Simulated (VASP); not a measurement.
Wanted: the native input for a VASP 6.6.1 run.

```yaml
Task: relaxation of cell and atoms
Functional: PBE
Potentials_or_basis: VASP PAW PBE potentials, release 64 (W_sv, Si, Ti_sv)
Cutoff: 600 eV
k_mesh: 5 × 5 × 5
Occupations: methfessel-paxton, width 0.005 eV
Spin: no spin polarisation
Dipole_correction: no
Further_INCAR_settings: ALGO = Normal; EDIFF = 1e-06; IBRION = 2; EDIFFG = -0.01; NSW = 60; ISIF = 3
```

The structure of Ti2Si4W lies in POSCAR:

```
Ti2Si4W
1.0
   -3.1176660000      3.1176660000      2.5472710000
    3.1176660000     -3.1176660000      2.5472710000
    3.1176660000      3.1176660000     -2.5472710000
W Si Ti
1 4 2
Direct
    0.0000000000      0.0000000000      0.0000000000
    0.3030000000      0.3030000000      0.6060000000
    0.3030000000      0.6970000000      0.0000000000
    0.6970000000      0.6970000000      0.3940000000
    0.6970000000      0.3030000000      0.0000000000
    0.7500000000      0.2500000000      0.5000000000
    0.2500000000      0.7500000000      0.5000000000
```

The input as run:

INCAR

```
PREC = Accurate ; ENCUT = 600
EDIFF = 1E-6 ; ISMEAR = 1
SIGMA = 0.005 ; LREAL = F
LASPH = T ; NELM = 60
ALGO = Normal ; ISIF = 3
LWAVE = F ; LCHARG = F
GGA = PE ; IBRION = 2
NSW = 60 ; EDIFFG = -0.01
```

KPOINTS

```
Automatic mesh
0
Gamma
  5 5 5
```

Potentials or basis: VASP PAW PBE potentials, release 64 (W_sv, Si, Ti_sv).

Launch:

```sh
$ cat potpaw_PBE.64/W_sv/POTCAR potpaw_PBE.64/Si/POTCAR potpaw_PBE.64/Ti_sv/POTCAR > POTCAR
$ mpirun -np 1 vasp_std > vasp.out
```

It gave:

```
Relaxed volume                        : 14.13 Å³/atom
Relaxed cell                          : a = 5.088 Å, b = 5.088 Å, c = 5.088 Å, α = 104.60°, β = 104.60°, γ = 119.73°
Space group after relaxing (to 0.1 Å) : I4/mmm (No. 139)
Energy gained by relaxing             : 8.2 meV/atom
Ionic steps                           : 6
Pressure after relaxing               : 0.0 GPa
Largest force after relaxing          : 0.004 eV/Å
Band gap on the k mesh                : zero (bands 27 and 28 overlap by 0.45 eV)
```

Caveat: spin-orbit coupling is left out, which moves the levels of the heavy elements.

Run time: 5.6 min on 1 thread of AMD EPYC 7R43 64-Core Processor (Zen 3) (shared host), peak memory 0.28 GiB.
